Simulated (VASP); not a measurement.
**TiC: relaxation of cell and atoms with PBEsol+U**

The system is TiC.

```xyz
2
Lattice="3.0421 0.0000 0.0000 -1.5210 2.6345 0.0000 0.0000 0.0000 2.6980" Properties=species:S:1:pos:R:3 pbc="T T T"
Ti    0.0000    0.0000    1.3490
C     0.0000    1.7564    0.0000
```

```yaml
Program: VASP 6.6.1
Task: relaxation of cell and atoms
Functional: PBEsol
Potentials_or_basis: VASP PAW PBE potentials, release 64 (Ti_sv, C)
Cutoff: 600 eV
k_mesh: 10 × 10 × 10
Occupations: fermi-dirac, width 0.05 eV
Spin: no spin polarisation
Hubbard_terms: Ti d U = 6.0 eV
Dipole_correction: no
Further_INCAR_settings: ALGO = Normal; EDIFF = 1e-06; IBRION = 2; EDIFFG = -0.01; NSW = 60; ISIF = 3
```

| Quantity | Value |
| --- | --- |
| Relaxed volume | 11.25 Å³/atom |
| Relaxed cell | a = 3.076 Å, b = 3.076 Å, c = 2.746 Å, α = 90.00°, β = 90.00°, γ = 120.00° |
| Space group after relaxing (to 0.05 Å) | P-6m2 (No. 187) |
| Energy gained by relaxing | 13.7 meV/atom |
| Ionic steps | 5 |
| Pressure after relaxing | 0.0 GPa |
| Band gap on the k mesh | zero (band 8 reaches 8.74 eV, above the bottom of band 9 at 8.63 eV) |

Stress tensor (GPa, compression positive):
```
0.01 0.00 0.00
0.00 0.01 0.00
0.00 0.00 0.10
```

Step by step:
```
step  energy change (eV)  largest force (eV/Å)  pressure (GPa)  volume (Å³)
   1              0.0000                0.0001            9.81        21.62
   2              0.0169                0.0000          -10.58        23.76
   3             -0.0273                0.0001           -0.14        22.53
   4             -0.0273                0.0001            0.03        22.51
   5             -0.0274                0.0000            0.04        22.51
```

Final structure:
```
Ti C
1.0
     3.07619    0.00000    0.00000
    -1.53809    2.66405    0.00000
     0.00000    0.00000    2.74638
Ti C
1 1
Direct
  0.00000 0.00000 0.50000
  0.33333 0.66667 0.00000
```

Levels at points of the mesh, in eV from the Fermi level:
```csv
k point,band 6,band 7,band 8,band 9,band 10,band 11
"(0.00, 0.00, 0.00)",-1.24,-1.24,-0.58,1.90,3.21,3.21
"(0.50, 0.00, 0.00)",-5.18,-0.44,-0.36,0.04,2.92,3.85
"(0.50, 0.50, 0.00)",-5.18,-0.44,-0.36,0.04,2.92,3.85
"(0.00, 0.00, 0.50)",-5.89,-0.44,-0.44,1.64,1.64,4.49
"(0.50, 0.00, 0.50)",-3.99,-2.90,-2.12,1.15,3.78,4.60
"(0.50, 0.50, 0.50)",-3.99,-2.90,-2.12,1.15,3.78,4.60
```

Eigenvalues of the final occupation matrices:
```csv
site,spin,trace,eigenvalues
site 1 d,1,0.85,0.12 0.12 0.15 0.23 0.23
site 1 d,2,0.85,0.12 0.12 0.15 0.23 0.23
```

Run time: 57 s on 1 thread of Intel(R) Xeon(R) 6975P-C (Granite Rapids) (shared host), peak memory 0.2 GiB.

Caveat: the PAW data sets were made with another functional, which shifts forces and pressure a little; U without spin polarisation on a metal has little footing; the U is typed as a test and isn't derived for this compound.
